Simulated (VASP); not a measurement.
# AlN (P1) in VASP: a series of runs

The runs below take AlN through single point, with PBE.

All numbers are computed with VASP 6.6.1; they aren't measurements. Logs are shortened: lines on timing, memory, paths and dates and some standing lists are left out, and cuts for length are marked.

## 1. The cell of the first run

The typed cell holds 4 atoms: a = 3.111 Å, b = 3.111 Å, c = 4.978 Å, α = 90.00°, β = 90.00°, γ = 120.00°.

## 2. Single point, PBE (all Al atoms moved -0.025 Å, as atom 1 along Cartesian [1 1 1])

Input file INCAR:

```
SYSTEM = AlN
PREC = Accurate
ENCUT = 520
EDIFF = 1E-6
ISMEAR = 0
SIGMA = 0.05
LREAL = .False.
LASPH = .True.
NELM = 100
ALGO = Normal
ISIF = 2
LWAVE = .False.
LCHARG = .False.
GGA = PE
NBANDS = 16
```

Input file KPOINTS:

```
Automatic mesh
0
Gamma
  6 6 4
  0 0 0
```

Input file POSCAR:

```
AlN
1.0
    3.1110021516      0.0000000000      0.0000000000
   -1.5555010758      2.6942068945      0.0000000000
    0.0000000000      0.0000000000      4.9780000000
Al N
2 2
Direct
    0.3260150838      0.6613093362     -0.0028995092
    0.6593484171      0.3279760028      0.4971004908
    0.3333333333      0.6666666667      0.3850000000
    0.6666666667      0.3333333333      0.8850000000
```

Potentials or basis: VASP PAW PBE potentials, release 64 (Al, N).

Run with:

```console
$ cat potpaw_PBE.64/Al/POTCAR potpaw_PBE.64/N/POTCAR > POTCAR
$ mpirun -np 1 vasp_std > vasp.out
```

OUTCAR:

```text
SYSTEM = AlN
   PREC = Accurate
   ENCUT = 520
   EDIFF = 1E-6
   ISMEAR = 0
   LREAL = .False.
   LASPH = .True.
   NELM = 100
   ISIF = 2
   GGA = PE

 ion  position               nearest neighbor table
   1  0.326  0.661  0.997-   4 1.86   4 1.89   4 1.89   3 1.93   2 3.07   2 3.07   2 3.07   2 3.07
                             2 3.07   2 3.07
   2  0.659  0.328  0.497-   3 1.87   3 1.88   3 1.90   4 1.93   1 3.07   1 3.07   1 3.07   1 3.07
                             1 3.07   1 3.07
   3  0.333  0.667  0.385-   2 1.87   2 1.88   2 1.90   1 1.93
   4  0.667  0.333  0.885-   1 1.86   1 1.89   1 1.89   2 1.93

  LATTYP: Found a hexagonal cell.
 ALAT       =     3.1110021516
 C/A-ratio  =     1.6001274694

  Lattice vectors:

 A1 = (   3.1110021516,   0.0000000000,   0.0000000000)
 A2 = (  -1.5555010758,   2.6942068945,   0.0000000000)
 A3 = (   0.0000000000,   0.0000000000,   4.9780000000)

Analysis of symmetry for initial positions (statically):
=====================================================================
 Subroutine PRICEL returns:
 Original cell was already a primitive cell.

 Routine SETGRP: Setting up the symmetry group for a
 hexagonal supercell.

 Subroutine GETGRP returns: Found  1 space group operations
 (whereof  1 operations were pure point group operations)
 out of a pool of 24 trial point group operations.

The static configuration has the point symmetry C_1 .

Analysis of symmetry for dynamics (positions and initial velocities):
=====================================================================
 Subroutine PRICEL returns:
 Original cell was already a primitive cell.

 Routine SETGRP: Setting up the symmetry group for a
 hexagonal supercell.

 Subroutine GETGRP returns: Found  1 space group operations
 (whereof  1 operations were pure point group operations)
 out of a pool of 24 trial point group operations.

The dynamic configuration has the point symmetry C_1 .

 Subroutine INISYM returns: Found  1 space group operations
 (whereof  1 operations are pure point group operations),
 and found     1 'primitive' translations

----------------------------------------------------------------------------------------

                                     Primitive cell

  volume of cell :      41.7240

  direct lattice vectors                    reciprocal lattice vectors
     3.111002152  0.000000000  0.000000000     0.321439829  0.185583372  0.000000000
    -1.555501076  2.694206895  0.000000000     0.000000000  0.371166744  0.000000000
     0.000000000  0.000000000  4.978000000     0.000000000  0.000000000  0.200883889

  length of vectors
     3.111002152  3.111002152  4.978000000     0.371166744  0.371166744  0.200883889

  position of ions in fractional coordinates (direct lattice)
     0.326015084  0.661309336  0.997100491
     0.659348417  0.327976003  0.497100491
     0.333333333  0.666666667  0.385000000
     0.666666667  0.333333333  0.885000000

  ion indices of the primitive-cell ions
   primitive index   ion index
                 1           1
                 2           2
                 3           3
                 4           4

----------------------------------------------------------------------------------------

 KPOINTS: Automatic mesh

Automatic generation of k-mesh.
 Grid dimensions read from file:
 generate k-points for:    6    6    4

 Generating k-lattice:

  Cartesian coordinates                     Fractional coordinates (reciprocal lattice)
     0.053573305  0.030930562  0.000000000     0.166666667  0.000000000  0.000000000
     0.000000000  0.061861124  0.000000000     0.000000000  0.166666667  0.000000000
     0.000000000  0.000000000  0.050220972     0.000000000  0.000000000  0.250000000

  Length of vectors
     0.061861124  0.061861124  0.050220972

  Shift w.r.t. Gamma in fractional coordinates (k-lattice)
     0.000000000  0.000000000  0.000000000

 Subroutine IBZKPT returns following result:
 ===========================================

 Found     76 irreducible k-points:

 Following reciprocal coordinates:
            Coordinates               Weight
  0.000000  0.000000  0.000000      1.000000
  0.166667  0.000000  0.000000      2.000000
  0.000000  0.166667  0.000000      2.000000
 -0.166667  0.166667  0.000000      2.000000
  0.333333  0.000000  0.000000      2.000000
  0.000000  0.333333  0.000000      2.000000
[... 16 lines left out ...]
  0.000000  0.166667  0.250000      2.000000
 -0.166667  0.166667  0.250000      2.000000
 [... further k-points ...]
   k-points           NKPTS =     76   k-points in BZ     NKDIM =     76   number of bands    NBANDS=     16
   number of dos      NEDOS =    301   number of ions     NIONS =      4
   total plane-waves  NPLWV =  23040
   dimension x,y,z NGX =    24 NGY =   24 NGZ =   40
   dimension x,y,z NGXF=    48 NGYF=   48 NGZF=   80
   ions per type =               2   2
   NGX,Y,Z   is equivalent  to a cutoff of  12.83, 12.83, 13.36 a.u.
   NGXF,Y,Z  is equivalent  to a cutoff of  25.65, 25.65, 26.72 a.u.
 SYSTEM =  AlN
   PREC   = accura    normal or accurate (medium, high low for compatibility)
   ISTART =      0    job   : 0-new  1-cont  2-samecut
   ICHARG =      2    charge: 1-file 2-atom 10-const
   ISPIN  =      1    spin polarized calculation?
   LNONCOLLINEAR =      F non collinear calculations
   LSORBIT =      F    spin-orbit coupling
   LASPH  =      T    aspherical Exc in radial PAW
   ENCUT  =  520.0 eV  38.22 Ry    6.18 a.u.   5.78  5.78  9.26*2*pi/ulx,y,z
   NELM   =    100;   NELMIN=  2; NELMDL= -5     # of ELM steps
   EDIFF  = 0.1E-05   stopping-criterion for ELM
   LREAL  =      F    real-space projection
   EDIFFG = 0.1E-04   stopping-criterion for IOM
   NSW    =      0    number of steps for IOM
   IBRION =     -1    ionic relax: 0-MD 1-quasi-New 2-CG
   NFREE  =      0    steps in history (QN), initial steepest desc. (CG)
   ISIF   =      2    stress and relaxation
   ISYM   =      2    0-nonsym 1-usesym 2-fastsym
   POTIM  = 0.5000    time-step for ionic-motion
   TEBEG  =    0.0;   TEEND  =   0.0 temperature during run
   PSTRESS=    0.0 pullay stress
   NELECT =      16.0000    total number of electrons
   NUPDOWN=      -1.0000    fix difference up-down
   EMIN   =  10.00;   EMAX   =-10.00  energy-range for DOS
   EFERMI =   0.00;   METHOD = LEGACY
   ISMEAR =     0;   SIGMA  =   0.05  broadening in eV -4-tet -1-fermi 0-gaus
   EFERMI_NEDOS =   21; number of points for ismear=-14 and -15
   IALGO  =     38    algorithm
   IMIX   =      4    mixing-type and parameters
     AMIX     =   0.40;   BMIX     =  1.00
     AMIX_MAG =   1.60;   BMIX_MAG =  1.00
  volume/ion in A,a.u.               =      10.43        70.39
  Fermi-wavevector in a.u.,A,eV,Ry     =   1.189377  2.247596 19.247033  1.414617
  Thomas-Fermi vector in A             =   2.325485
   LORBIT       =      0    0 simple, 1 ext, 2 COOP (PROOUT), +10 PAW based schemes
   GGA     = PE    functional components
   LHFCALC =     F    Hartree Fock is set to
   AEXX    =    0.0000 exact exchange contribution
   IVDW    =     0    specifies the selected vdW correction
   LEPSILON=     F    determine dielectric tensor
   LRPA    =     F    only Hartree local field effects (RPA)
 non-spin polarized calculation
 Gauss-broadening in eV      SIGMA  =   0.05
  energy-cutoff  :      520.00
  volume of cell :       41.72
 maximum number of plane-waves:      1152
   NGX = 11   NGY = 11   NGZ = 19

 number of electron      15.9999998 magnetization

 Free energy of the ion-electron system (eV)
  ---------------------------------------------------
  ext. energy  EPLUGINS =         0.00000000
  ---------------------------------------------------
  free energy    TOTEN  =       -29.75241839 eV

  energy without entropy =      -29.75241839  energy(sigma->0) =      -29.75241839

 E-fermi :   6.5180     XC(G=0): -10.9147

 val. band max:        6.2684706493   @ k =   0.0000   0.0000   0.0000
 cond. band min:      10.3854147899   @ k =   0.0000   0.0000   0.0000
 fundamental gap:      4.1169441407
 Fermi energy:         6.5180111030

 k-point     1 :       0.0000    0.0000    0.0000
  band No.  band energies     occupation
      1      -9.0312      2.00000
      2      -6.8833      2.00000
      3       0.2029      2.00000
      4       5.2500      2.00000
      5       5.2507      2.00000
      6       5.9061      2.00000
[... 8 lines left out ...]
     15      19.2618      0.00000
     16      19.2638      0.00000

 k-point     2 :       0.1667    0.0000    0.0000
  band No.  band energies     occupation
      1      -8.6840      2.00000
      2      -6.6946      2.00000
      3       0.6194      2.00000
      4       3.8476      2.00000
      5       4.6319      2.00000
      6       4.8645      2.00000
[... 8 lines left out ...]
     15      18.5096      0.00000
     16      18.9947      0.00000

 k-point     3 :       0.0000    0.1667    0.0000
  band No.  band energies     occupation
      1      -8.6840      2.00000
      2      -6.6946      2.00000
      3       0.6194      2.00000
      4       3.8474      2.00000
      5       4.6293      2.00000
      6       4.8679      2.00000
[... 8 lines left out ...]
     15      18.5058      0.00000
     16      18.9955      0.00000

 k-point     4 :      -0.1667    0.1667    0.0000
  band No.  band energies     occupation
      1      -8.6840      2.00000
      2      -6.6946      2.00000
      3       0.6194      2.00000
      4       3.8472      2.00000
      5       4.6267      2.00000
      6       4.8712      2.00000
[... 8 lines left out ...]
     15      18.5011      0.00000
     16      18.9963      0.00000
[... 324 lines left out ...]
 k-point    22 :       0.1667    0.0000    0.2500
  band No.  band energies     occupation
      1      -8.4581      2.00000
      2      -7.0824      2.00000
      3       1.2686      2.00000
      4       3.8747      2.00000
      5       4.2705      2.00000
      6       4.9901      2.00000
[... 8 lines left out ...]
     15      18.5669      0.00000
     16      19.0152      0.00000

 k-point    23 :       0.0000    0.1667    0.2500
  band No.  band energies     occupation
      1      -8.4582      2.00000
      2      -7.0823      2.00000
      3       1.2675      2.00000
      4       3.8788      2.00000
      5       4.2713      2.00000
      6       4.9917      2.00000
[... 8 lines left out ...]
     15      18.5741      0.00000
     16      19.0174      0.00000

 k-point    24 :      -0.1667    0.1667    0.2500
  band No.  band energies     occupation
      1      -8.4584      2.00000
      2      -7.0820      2.00000
      3       1.2633      2.00000
      4       3.8945      2.00000
      5       4.2773      2.00000
      6       4.9927      2.00000
[... 8 lines left out ...]
     15      18.6013      0.00000
     16      19.0206      0.00000

 [... further k-points ...]
[... 5 lines left out ...]
  --------------------------------------------------------------------------------------
  -------------------------------------------------------------------------------------
  Total        1.3322514      1.3322541      0.3572860      0.0082299      0.1527463      0.1527472
  in kB       51.1576536     51.1577560     13.7195677      0.3160235      5.8653651      5.8654023
  external PRESSURE =      38.6783258 kB  Pullay stress =       0.0000000 kB

 VOLUME and BASIS-vectors are now :
 -----------------------------------------------------------------------------
  energy-cutoff  :      520.00
  volume of cell :       41.72
      direct lattice vectors                 reciprocal lattice vectors
     3.111002152  0.000000000  0.000000000     0.321439829  0.185583372  0.000000000
    -1.555501076  2.694206895  0.000000000     0.000000000  0.371166744  0.000000000
     0.000000000  0.000000000  4.978000000     0.000000000  0.000000000  0.200883889

 POSITION                                       TOTAL-FORCE (eV/Angst)
 -----------------------------------------------------------------------------------
     -0.01443      1.78170      4.96357         0.244309      0.233013      0.348116
      1.54107      0.88364      2.47457         0.221715      0.233011      0.347910
     -0.00000      1.79614      1.91653        -0.221601     -0.233011     -0.347902
      1.55550      0.89807      4.40553        -0.244423     -0.233013     -0.348124
 -----------------------------------------------------------------------------------
    total drift:                               -0.000119     -0.000120      0.000462

  FREE ENERGIE OF THE ION-ELECTRON SYSTEM (eV)
  ---------------------------------------------------
  free  energy   TOTEN  =       -29.7524183924 eV

  energy  without entropy=      -29.7524183924  energy(sigma->0) =      -29.75241839
```

Run time: 52 s. Hardware: 1 thread of Intel Xeon 8259CL, shared host; peak memory 0.18 GiB.

What came out:

```
Free energy            : -29.7524 eV
Pressure               : 3.9 GPa
Largest force          : 0.485 eV/Å
Band gap on the k mesh : 4.12 eV
```

Forces on the atoms (eV/Å):
```
Al   0.244  0.233  0.348
Al   0.222  0.233  0.348
N   -0.222 -0.233 -0.348
N   -0.244 -0.233 -0.348
```

Caveat: the cell differs from its parent crystal (all Al atoms moved -0.025 Å, as atom 1 along Cartesian [1 1 1]); the cell stands under pressure.

## 3. Single point, PBE (all Al atoms moved +0.087 Å, as atom 1 along Cartesian [1 1 1])

Input file INCAR:

```
  PREC = Accurate
  ENCUT = 520
  EDIFF = 1E-7
  ISMEAR = 0
  SIGMA = 0.05
  LREAL = F
  LASPH = T
  NELM = 60
  ALGO = Normal
  ISIF = 2
  LWAVE = F
  LCHARG = T
  GGA = PE
  LELF = T
  LVHAR = T
  NBANDS = 16
```

Input file KPOINTS:

```
Automatic mesh
0
Gamma
  6 6 4
```

Changes to POSCAR since step 2:

```diff
@@ -8,4 +8,4 @@
 Direct
-    0.3260150838      0.6613093362     -0.0028995092
-    0.6593484171      0.3279760028      0.4971004908
+    0.3589472067      0.6854173234      0.0101482822
+    0.6922805401      0.3520839900      0.5101482822
     0.3333333333      0.6666666667      0.3850000000
```

Potentials or basis: VASP PAW PBE potentials, release 64 (Al, N).

Run with:

```console
$ cat potpaw_PBE.64/Al/POTCAR potpaw_PBE.64/N/POTCAR > POTCAR
$ mpirun -np 1 vasp_std > vasp.out
```

Wall time 57 s (1 thread of Intel Xeon 8259CL, shared host); peak memory 0.18 GiB.

It converged, with:

| Quantity | Value |
| --- | --- |
| Free energy | -29.6808 eV |
| Pressure | 4.7 GPa |
| Largest force | 1.166 eV/Å |
| Band gap on the k mesh | 4.21 eV |

Forces in eV/Å, atoms in the order of the input:
```
Al  -0.589 -0.709 -0.414
Al  -0.831 -0.710 -0.405
N    0.831  0.710  0.405
N    0.588  0.709  0.414
```

Stress tensor (GPa, compression positive):
```
 3.11  0.34 -2.19
 0.34  3.10 -2.19
-2.19 -2.19  7.82
```

Levels at points of the mesh, in eV from the valence-band top:
| k point | band 4 | band 5 | band 6 | band 7 | band 8 | band 9 | band 10 | band 11 | band 12 | band 13 |
| --- | --- | --- | --- | --- | --- | --- | --- | --- | --- | --- |
| (0.00, 0.00, 0.00) | -0.84 | -0.83 | -0.22 | -0.13 | 0.00 | 4.21 | 6.64 | 10.54 | 11.18 | 11.18 |
| (0.50, 0.00, 0.00) | -4.12 | -3.37 | -2.05 | -1.83 | -0.63 | 5.76 | 5.82 | 8.22 | 10.30 | 10.88 |
| (0.00, 0.50, 0.00) | -4.12 | -3.37 | -2.04 | -1.83 | -0.63 | 5.76 | 5.80 | 8.20 | 10.31 | 10.89 |
| (0.50, 0.50, 0.00) | -4.12 | -3.38 | -2.03 | -1.84 | -0.62 | 5.76 | 5.79 | 8.19 | 10.32 | 10.90 |
| (0.00, 0.00, 0.50) | -3.37 | -0.63 | -0.63 | -0.34 | -0.34 | 6.43 | 6.43 | 10.31 | 10.31 | 11.38 |
| (0.50, 0.00, 0.50) | -5.51 | -1.55 | -1.46 | -1.34 | -1.28 | 5.28 | 5.32 | 9.24 | 9.42 | 11.80 |
| (0.00, 0.50, 0.50) | -5.53 | -1.56 | -1.42 | -1.39 | -1.25 | 5.29 | 5.31 | 9.25 | 9.39 | 11.80 |
| (0.50, 0.50, 0.50) | -5.56 | -1.54 | -1.49 | -1.32 | -1.27 | 5.29 | 5.30 | 9.29 | 9.34 | 11.81 |

Caveat: the cell differs from its parent crystal (all Al atoms moved +0.087 Å, as atom 1 along Cartesian [1 1 1]); the cell stands under pressure; forces of over 1 eV/Å act on the atoms, so gaps and moduli don't describe the material at rest.
